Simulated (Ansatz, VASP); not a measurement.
CsCl: VASP beside Ansatz

INCAR

```
ALGO = Normal ; EDIFF = 1E-8
ENCUT = 400 ; GGA = PS
GGA_COMPAT = False ; ISIF = 2
ISMEAR = -1 ; LASPH = True
LCHARG = False ; LEFG = True
LREAL = False ; LWAVE = False
NBANDS = 15 ; NELM = 120
PREC = Accurate ; SIGMA = 0.03
```

KPOINTS

```
k-points
0
Gamma
  6 6 6
```

Contents of POSCAR:

```
CsCl
1.0
    4.1230000000      0.0000000000      0.0000000000
    0.0000000000      4.1230000000      0.0000000000
    0.0000000000      0.0000000000      4.1642300000
Cs Cl
1 1
Direct
    0.0000000000      0.0000000000      0.0000000000
    0.5000000000      0.5000000000      0.5000000000
```

Input for Ansatz:

```yaml
crystal:
  lattice:
    - [4.123, 0.0, 0.0]
    - [0.0, 4.123, 0.0]
    - [0.0, 0.0, 4.16423]
  atoms:
    - { symbol: Cs, position: [0.0, 0.0, 0.0] }
    - { symbol: Cl, position: [0.5, 0.5, 0.5] }
kpoints:
  mp_grid: { grid: [6, 6, 6] }
scf:
  occupations: { method: fermi_dirac, width: 0.03 }
hamiltonian:
  xc: pbesol
  pseudopotentials: { kind: all_electron, datasets: crystal }
output:
  forces: true
  stress: true
  eigenvalues: true
  efg: { contact_densities: true }
```

Change from the starting cell: zz strain of +1 %, crystal datasets.

Alike in both runs: task electric field gradients; functional PBEsol; k mesh 6 × 6 × 6; occupations fermi-dirac, width 0.03 eV; no spin polarisation.

|  | VASP | Ansatz |
| --- | --- | --- |
| version | VASP 6.6.1 | Ansatz 0.2.0 |
| potentials or method | VASP PAW PBE potentials, release 64 (Cs_sv, Cl), cutoff 400 eV | all-electron PAW with datasets made for the crystal, scalar-relativistic |

```tsv
	VASP	Ansatz	Ansatz less VASP
gap on the k mesh at the Fermi level (eV)	4.99	5.00	+0.012
pressure (GPa)	-0.8	-0.8	-0.03
traceless stress, the component that is largest in VASP (GPa)	-0.18	-0.18	0.000
size of Vzz on the site where it differs most (V/Å²)	5.1	5.3	+0.22
```

VASP's potentials were made for PBE, not for PBEsol. Ansatz ran all-electron here, and VASP with PAW potentials.

Neither program's run includes spin-orbit coupling.
